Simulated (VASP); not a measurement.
Here is a VASP 6.6.1 calculation.

File INCAR:

```
PREC     = Accurate       # precision mode
ENCUT    = 520            # plane-wave cutoff, eV
EDIFF    = 1E-6           # SCF threshold, eV
ISMEAR   = 0              # smearing method
SIGMA    = 0.02           # smearing width, eV
LREAL    = F              # projectors in reciprocal space
LASPH    = T              # aspherical terms in the spheres
NELM     = 100            # most SCF steps
ALGO     = Normal         # electronic algorithm
ISIF     = 2              # what is computed and relaxed
LWAVE    = F              # write WAVECAR
LCHARG   = F              # write CHGCAR
GGA      = PE             # functional
NBANDS   = 17             # bands
```

The input KPOINTS:

```
regular mesh
0
Gamma
  10 10 10
```

The input POSCAR:

```
SnSe
1.0
    0.0000000000      3.0307985790      3.0307985790
    3.0307985790      0.0000000000      3.0307985790
    3.0307985790      3.0307985790      0.0000000000
Sn Se
1 1
Direct
    0.0000000000      0.0000000000      0.0000000000
    0.5000000000      0.5000000000      0.5000000000
```

Potentials or basis: VASP PAW PBE potentials, release 64 (Sn_d, Se).

Launch:

```console
$ cat potpaw_PBE.64/Sn_d/POTCAR potpaw_PBE.64/Se/POTCAR > POTCAR
$ mpirun -np 1 vasp_std > vasp.out
```

Q: What does it give for the pressure?

A: 0.0 GPa.

Q: Predict the band gap on the k mesh.

A: 0.49 eV, indirect (least direct gap 0.49 eV).

Caveat: spin-orbit coupling is left out, which moves the levels of the heavy elements. A k mesh can miss the band edges.
